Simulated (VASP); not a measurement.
Crystal: HfSnSe4.

```
CELL_PARAMETERS angstrom
4.72562 0.00000 0.00000
0.00000 4.72562 0.00000
0.00000 0.00000 6.74633
ATOMIC_POSITIONS crystal
Hf 0.00000 0.00000 0.00000
Sn 0.50000 0.50000 0.50000
Se 0.50000 0.00000 0.77235
Se 0.00000 0.50000 0.22765
Se 0.50000 0.00000 0.22765
Se 0.00000 0.50000 0.77235
```

The cell was built from a structure type or drawn by symmetry, and may not be a known phase.

- Program: VASP 6.6.1
- Task: relaxation of cell and atoms
- Functional: PBE
- Potentials or basis: VASP PAW PBE potentials, release 64 (Hf_pv, Sn_d, Se)
- Cutoff: 600 eV
- k mesh: 8 × 8 × 6
- Occupations: gaussian, width 0.1 eV
- Spin: no spin polarisation

At the start: pressure -0.0 GPa; volume 25.11 Å³/atom.

Q: Where does the relaxation end?

A: Over 9 steps the energy falls by 6.5 meV/atom and the volume is 25.23 Å³/atom (+0.5 %); space group P4/mmm (No. 123, to 0.1 Å) before and after.

Step by step:
| step | energy change (eV) | largest force (eV/Å) | pressure (GPa) | volume (Å³) |
| --- | --- | --- | --- | --- |
| 1 | 0.0000 | 0.0133 | -0.05 | 150.66 |
| 2 | -0.0111 | 0.0187 | 0.07 | 150.49 |
| 3 | -0.0333 | 0.0375 | 0.43 | 149.90 |
| 4 | 0.0330 | 0.1391 | 1.56 | 148.34 |
| 5 | -0.0348 | 0.0453 | 0.56 | 149.72 |
| 6 | -0.0325 | 0.1039 | -0.73 | 152.92 |
| 7 | -0.0374 | 0.0696 | 0.00 | 151.05 |
| 8 | -0.0386 | 0.0319 | -0.04 | 151.26 |
| 9 | -0.0388 | 0.0096 | -0.04 | 151.38 |

Final structure:
```yaml
crystal:
  lattice:
    - [4.63711, 0.00000, 0.00000]
    - [0.00000, 4.63711, 0.00000]
    - [0.00000, 0.00000, 7.04007]
  atoms:
    - { symbol: Hf, position: [0.00000, 0.00000, 0.00000] }
    - { symbol: Sn, position: [0.50000, 0.50000, 0.50000] }
    - { symbol: Se, position: [0.50000, 0.00000, 0.77434] }
    - { symbol: Se, position: [0.00000, 0.50000, 0.22566] }
    - { symbol: Se, position: [0.50000, 0.00000, 0.22566] }
    - { symbol: Se, position: [0.00000, 0.50000, 0.77434] }
```
